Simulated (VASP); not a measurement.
TiC, 2 atoms in the cell. It takes space group P-6m2 (No. 187, hexagonal). Conventional cell: a = 3.043 Å, b = 3.043 Å, c = 2.697 Å, α = 90.00°, β = 90.00°, γ = 120.00°. Within 2.9 Å of Ti (site symmetry -6m2) lie 6 C at 2.21 Å and 2 Ti at 2.70 Å. Within 2.9 Å of C (site symmetry -6m2) lie 6 Ti at 2.21 Å and 2 C at 2.70 Å. 

* Program: VASP 6.6.1
* Task: relaxation of cell and atoms
* Functional: PBE
* Potentials or basis: VASP PAW PBE potentials, release 64 (Ti_sv, C)
* Cutoff: 600 eV
* k mesh: 24 × 24 × 20
* Occupations: gaussian, width 0.1 eV
* Spin: no spin polarisation
* Dipole correction: no
* Further INCAR settings: ALGO = Normal; EDIFF = 1e-07; IBRION = 2; EDIFFG = -0.01; NSW = 100; ISIF = 3

Potentials or basis: VASP PAW PBE potentials, release 64 (Ti_sv, C).

Run with:

```console
$ cat potpaw_PBE.64/Ti_sv/POTCAR potpaw_PBE.64/C/POTCAR > POTCAR
$ mpirun -np 1 vasp_std > vasp.out
```

Hardware: 1 thread of Intel(R) Xeon(R) Platinum 8259CL CPU @ 2.50GHz (Skylake/Cascade Lake), with other jobs on the host.

Task: How long does it take, and how much memory?

Result: Run time: 2.9 min on 1 thread of Intel(R) Xeon(R) Platinum 8259CL CPU @ 2.50GHz (Skylake/Cascade Lake), on a shared host, peak memory 0.35 GiB. Counts: scf iterations 23, k points 671, ion steps 2.
